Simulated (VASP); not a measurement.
# WC (P-6m2) in VASP: a series of runs

WC is run at these levels: PBEsol; tasks: single point.

Everything below comes from runs of VASP 6.6.1. Logs are shortened: lines on timing, memory, paths and dates and some standing lists are left out, and cuts for length are marked.

## Step 1: The cell of the first run

Symmetry: P-6m2, No. 187, hexagonal system. The conventional cell has a = 3.062 Å, b = 3.062 Å, c = 2.539 Å, α = 90.00°, β = 90.00°, γ = 120.00°. Within 2.9 Å of W (site symmetry -6m2) lie 6 C at 2.18 Å and 2 W at 2.54 Å. Within 2.9 Å of C (site symmetry -6m2) lie 6 W at 2.18 Å and 2 C at 2.54 Å.

## Step 2: Single point, PBEsol

File INCAR:

```
SYSTEM = WC
PREC = Accurate
ENCUT = 520
EDIFF = 1E-6
ISMEAR = 0
SIGMA = 0.15
LREAL = .False.
LASPH = .True.
NELM = 100
ALGO = Normal
ISIF = 2
LWAVE = .False.
LCHARG = .True.
GGA = PS
LELF = .True.
LVHAR = .True.
NBANDS = 16
```

File KPOINTS:

```
regular mesh
0
Gamma
  21 21 18
  0 0 0
```

File POSCAR:

```
WC
1.0
    3.0619642063      0.0000000000      0.0000000000
   -1.5309821031      2.6517387881      0.0000000000
    0.0000000000      0.0000000000      2.5385101132
W C
1 1
Direct
    0.0000000000      0.0000000000      0.0000000000
    0.6666666667      0.3333333333      0.5000000000
```

Potentials or basis: VASP PAW PBE potentials, release 64 (W_sv, C).

Run with:

```console
$ cat potpaw_PBE.64/W_sv/POTCAR potpaw_PBE.64/C/POTCAR > POTCAR
$ mpirun -np 1 vasp_std > vasp.out
```

OUTCAR:

```text
SYSTEM = WC
   PREC = Accurate
   ENCUT = 520
   EDIFF = 1E-6
   ISMEAR = 0
   LREAL = .False.
   LASPH = .True.
   NELM = 100
   ISIF = 2
   GGA = PS

 ion  position               nearest neighbor table
   1  0.000  0.000  0.000-   2 2.18   2 2.18   2 2.18   2 2.18   2 2.18   2 2.18
   2  0.667  0.333  0.500-   1 2.18   1 2.18   1 2.18   1 2.18   1 2.18   1 2.18

  LATTYP: Found a hexagonal cell.
 ALAT       =     3.0619642063
 C/A-ratio  =     0.8290463056

  Lattice vectors:

 A1 = (   3.0619642063,   0.0000000000,   0.0000000000)
 A2 = (  -1.5309821031,   2.6517387881,   0.0000000000)
 A3 = (   0.0000000000,   0.0000000000,   2.5385101132)

Analysis of symmetry for initial positions (statically):
=====================================================================
 Subroutine PRICEL returns:
 Original cell was already a primitive cell.

 Routine SETGRP: Setting up the symmetry group for a
 hexagonal supercell.

 Subroutine GETGRP returns: Found 12 space group operations
 (whereof 12 operations were pure point group operations)
 out of a pool of 24 trial point group operations.

The static configuration has the point symmetry D_3h.

Analysis of symmetry for dynamics (positions and initial velocities):
=====================================================================
 Subroutine PRICEL returns:
 Original cell was already a primitive cell.

 Routine SETGRP: Setting up the symmetry group for a
 hexagonal supercell.

 Subroutine GETGRP returns: Found 12 space group operations
 (whereof 12 operations were pure point group operations)
 out of a pool of 24 trial point group operations.

The dynamic configuration has the point symmetry D_3h.

 Subroutine INISYM returns: Found 12 space group operations
 (whereof 12 operations are pure point group operations),
 and found     1 'primitive' translations

----------------------------------------------------------------------------------------

                                     Primitive cell

  volume of cell :      20.6115

  direct lattice vectors                    reciprocal lattice vectors
     3.061964206  0.000000000  0.000000000     0.326587750  0.188555525  0.000000000
    -1.530982103  2.651738788  0.000000000     0.000000000  0.377111050  0.000000000
     0.000000000  0.000000000  2.538510113     0.000000000  0.000000000  0.393931856

  length of vectors
     3.061964206  3.061964206  2.538510113     0.377111050  0.377111050  0.393931856

  position of ions in fractional coordinates (direct lattice)
     0.000000000  0.000000000  0.000000000
     0.666666667  0.333333333  0.500000000

  ion indices of the primitive-cell ions
   primitive index   ion index
                 1           1
                 2           2

----------------------------------------------------------------------------------------

 KPOINTS: regular mesh

Automatic generation of k-mesh.
 Grid dimensions read from file:
 generate k-points for:   21   21   18

 Generating k-lattice:

  Cartesian coordinates                     Fractional coordinates (reciprocal lattice)
     0.015551798  0.008978835  0.000000000     0.047619048 -0.000000000  0.000000000
     0.000000000  0.017957669  0.000000000     0.000000000  0.047619048  0.000000000
     0.000000000  0.000000000  0.021885103     0.000000000  0.000000000  0.055555556

  Length of vectors
     0.017957669  0.017957669  0.021885103

  Shift w.r.t. Gamma in fractional coordinates (k-lattice)
     0.000000000  0.000000000  0.000000000

 Subroutine IBZKPT returns following result:
 ===========================================

 Found    480 irreducible k-points:

 Following reciprocal coordinates:
            Coordinates               Weight
  0.000000  0.000000  0.000000      1.000000
  0.047619 -0.000000  0.000000      6.000000
  0.095238 -0.000000  0.000000      6.000000
  0.142857 -0.000000  0.000000      6.000000
  0.190476 -0.000000  0.000000      6.000000
  0.238095 -0.000000  0.000000      6.000000
[... 16 lines left out ...]
  0.142857  0.095238  0.000000     12.000000
  0.190476  0.095238  0.000000     12.000000
 [... further k-points ...]
   k-points           NKPTS =    480   k-points in BZ     NKDIM =    480   number of bands    NBANDS=     16
   number of dos      NEDOS =    301   number of ions     NIONS =      2
   total plane-waves  NPLWV =  11520
   dimension x,y,z NGX =    24 NGY =   24 NGZ =   20
   dimension x,y,z NGXF=    48 NGYF=   48 NGZF=   40
   ions per type =               1   1
   NGX,Y,Z   is equivalent  to a cutoff of  13.03, 13.03, 13.10 a.u.
   NGXF,Y,Z  is equivalent  to a cutoff of  26.06, 26.06, 26.20 a.u.
 SYSTEM =  WC
   PREC   = accura    normal or accurate (medium, high low for compatibility)
   ISTART =      0    job   : 0-new  1-cont  2-samecut
   ICHARG =      2    charge: 1-file 2-atom 10-const
   ISPIN  =      1    spin polarized calculation?
   LNONCOLLINEAR =      F non collinear calculations
   LSORBIT =      F    spin-orbit coupling
   LASPH  =      T    aspherical Exc in radial PAW
   ENCUT  =  520.0 eV  38.22 Ry    6.18 a.u.   5.69  5.69  4.72*2*pi/ulx,y,z
   NELM   =    100;   NELMIN=  2; NELMDL= -5     # of ELM steps
   EDIFF  = 0.1E-05   stopping-criterion for ELM
   LREAL  =      F    real-space projection
   EDIFFG = 0.1E-04   stopping-criterion for IOM
   NSW    =      0    number of steps for IOM
   IBRION =     -1    ionic relax: 0-MD 1-quasi-New 2-CG
   NFREE  =      0    steps in history (QN), initial steepest desc. (CG)
   ISIF   =      2    stress and relaxation
   ISYM   =      2    0-nonsym 1-usesym 2-fastsym
   POTIM  = 0.5000    time-step for ionic-motion
   TEBEG  =    0.0;   TEEND  =   0.0 temperature during run
   PSTRESS=    0.0 pullay stress
   NELECT =      18.0000    total number of electrons
   NUPDOWN=      -1.0000    fix difference up-down
   EMIN   =  10.00;   EMAX   =-10.00  energy-range for DOS
   EFERMI =   0.00;   METHOD = LEGACY
   ISMEAR =     0;   SIGMA  =   0.15  broadening in eV -4-tet -1-fermi 0-gaus
   EFERMI_NEDOS =   21; number of points for ismear=-14 and -15
   IALGO  =     38    algorithm
   IMIX   =      4    mixing-type and parameters
     AMIX     =   0.40;   BMIX     =  1.00
     AMIX_MAG =   1.60;   BMIX_MAG =  1.00
  volume/ion in A,a.u.               =      10.31        69.55
  Fermi-wavevector in a.u.,A,eV,Ry     =   1.564813  2.957068 33.315762  2.448639
  Thomas-Fermi vector in A             =   2.667381
   LORBIT       =      0    0 simple, 1 ext, 2 COOP (PROOUT), +10 PAW based schemes
   GGA     = PS    functional components
   LHFCALC =     F    Hartree Fock is set to
   AEXX    =    0.0000 exact exchange contribution
   IVDW    =     0    specifies the selected vdW correction
   LEPSILON=     F    determine dielectric tensor
   LRPA    =     F    only Hartree local field effects (RPA)
 non-spin polarized calculation
 Gauss-broadening in eV      SIGMA  =   0.15
  energy-cutoff  :      520.00
  volume of cell :       20.61
 maximum number of plane-waves:       570
 NGX is ok and might be reduce to    24
   NGX = 11   NGY = 11   NGZ =  9

 number of electron      18.0000000 magnetization

 Free energy of the ion-electron system (eV)
  ---------------------------------------------------
  ext. energy  EPLUGINS =         0.00000000
  ---------------------------------------------------
  free energy    TOTEN  =       -23.03368139 eV

  energy without entropy =      -23.02892259  energy(sigma->0) =      -23.03130199

 E-fermi :  11.2647     XC(G=0): -13.9110

 val. band max:       11.2591433273   @ k =   0.4286  -0.0000   0.4444
 cond. band min:      11.3008234485   @ k =   0.1905  -0.0000   0.2778
 fundamental gap:      0.0416801212
 Fermi energy:        11.2646688931

 k-point     1 :       0.0000    0.0000    0.0000
  band No.  band energies     occupation
      1     -62.8019      2.00000
      2     -26.8996      2.00000
      3     -26.8996      2.00000
      4     -26.2495      2.00000
      5      -3.5221      2.00000
      6       6.4734      2.00000
[... 8 lines left out ...]
     15      26.9087      0.00000
     16      26.9604      0.00000

 k-point     2 :       0.0476   -0.0000    0.0000
  band No.  band energies     occupation
      1     -62.8012      2.00000
      2     -26.9122      2.00000
      3     -26.9025      2.00000
      4     -26.2483      2.00000
      5      -3.4678      2.00000
      6       6.3036      2.00000
[... 8 lines left out ...]
     15      26.3292      0.00000
     16      27.0172      0.00000

 k-point     3 :       0.0952   -0.0000    0.0000
  band No.  band energies     occupation
      1     -62.7992      2.00000
      2     -26.9490      2.00000
      3     -26.9109      2.00000
      4     -26.2446      2.00000
      5      -3.3082      2.00000
      6       6.0105      2.00000
[... 8 lines left out ...]
     15      25.8784      0.00000
     16      27.3310      0.00000

 k-point     4 :       0.1429   -0.0000    0.0000
  band No.  band energies     occupation
      1     -62.7960      2.00000
      2     -27.0061      2.00000
      3     -26.9242      2.00000
      4     -26.2389      2.00000
      5      -3.0528      2.00000
      6       5.6407      2.00000
[... 8 lines left out ...]
     15      25.5741      0.00000
     16      27.8184      0.00000
[... 324 lines left out ...]
 k-point    22 :       0.0952    0.0952    0.0000
  band No.  band energies     occupation
      1     -62.7944      2.00000
      2     -27.0349      2.00000
      3     -26.9349      2.00000
      4     -26.2357      2.00000
      5      -2.9047      2.00000
      6       5.4595      2.00000
[... 8 lines left out ...]
     15      25.4989      0.00000
     16      28.0102      0.00000

 k-point    23 :       0.1429    0.0952    0.0000
  band No.  band energies     occupation
      1     -62.7905      2.00000
      2     -27.0997      2.00000
      3     -26.9546      2.00000
      4     -26.2287      2.00000
      5      -2.5775      2.00000
      6       5.1007      2.00000
[... 8 lines left out ...]
     15      25.4000      0.00000
     16      28.4779      0.00000

 k-point    24 :       0.1905    0.0952    0.0000
  band No.  band energies     occupation
      1     -62.7863      2.00000
      2     -27.1717      2.00000
      3     -26.9769      2.00000
      4     -26.2208      2.00000
      5      -2.1926      2.00000
      6       4.7442      2.00000
[... 8 lines left out ...]
     15      25.3984      0.00000
     16      28.6304      0.00000

 [... further k-points ...]

------------------------ aborting loop because EDIFF is reached ----------------------------------------

  FORCE on cell =-STRESS in cart. coord.  units (eV):
  Direction    XX          YY          ZZ          XY          YZ          ZX
  --------------------------------------------------------------------------------------
  -------------------------------------------------------------------------------------
  Total       -3.2990372     -3.2990372     12.9626493     -0.0000000     -0.0000000     -0.0000000
  in kB     -256.4413462   -256.4413462   1007.6149566     -0.0000000     -0.0000000     -0.0000000
  external PRESSURE =     164.9107547 kB  Pullay stress =       0.0000000 kB

 VOLUME and BASIS-vectors are now :
 -----------------------------------------------------------------------------
  energy-cutoff  :      520.00
  volume of cell :       20.61
      direct lattice vectors                 reciprocal lattice vectors
     3.061964206  0.000000000  0.000000000     0.326587750  0.188555525  0.000000000
    -1.530982103  2.651738788  0.000000000     0.000000000  0.377111050  0.000000000
     0.000000000  0.000000000  2.538510113     0.000000000  0.000000000  0.393931856

 POSITION                                       TOTAL-FORCE (eV/Angst)
 -----------------------------------------------------------------------------------
      0.00000      0.00000      0.00000         0.000000     -0.000000      0.000000
      1.53098      0.88391      1.26926        -0.000000      0.000000      0.000000
 -----------------------------------------------------------------------------------
    total drift:                                0.000000     -0.000000      0.000000

  FREE ENERGIE OF THE ION-ELECTRON SYSTEM (eV)
  ---------------------------------------------------
  free  energy   TOTEN  =       -23.0336813907 eV

  energy  without entropy=      -23.0289225900  energy(sigma->0) =      -23.03130199
```

It took 71 s on 1 thread of Intel Xeon Platinum 8259CL at 2.50GHz (Skylake/Cascade Lake), shared host; peak memory 0.26 GiB.

Results:

* Free energy: -23.0337 eV
* Pressure: 16.5 GPa
* Band gap on the k mesh: zero (band 9 reaches 13.04 eV, above the bottom of band 10 at 10.43 eV)

Stress tensor (GPa, compression positive):
```
-25.64   0.00   0.00
  0.00 -25.64   0.00
  0.00   0.00 100.76
```

Levels at points of the mesh, in eV from the Fermi level:
```tsv
k point	band 5	band 6	band 7	band 8	band 9	band 10	band 11	band 12	band 13	band 14
(0.00, 0.00, 0.00)	-14.79	-4.79	-4.72	-4.72	1.77	3.81	3.81	4.81	6.12	6.12
(0.00, 0.00, 0.50)	-9.71	-8.64	-3.71	-3.71	-0.59	-0.59	3.45	3.45	5.84	11.08
```

Caveat: the PAW data sets were made with another functional, which shifts forces and pressure a little; spin-orbit coupling is left out, which moves the levels of the heavy elements.

(Continued in part 2 of 2.)
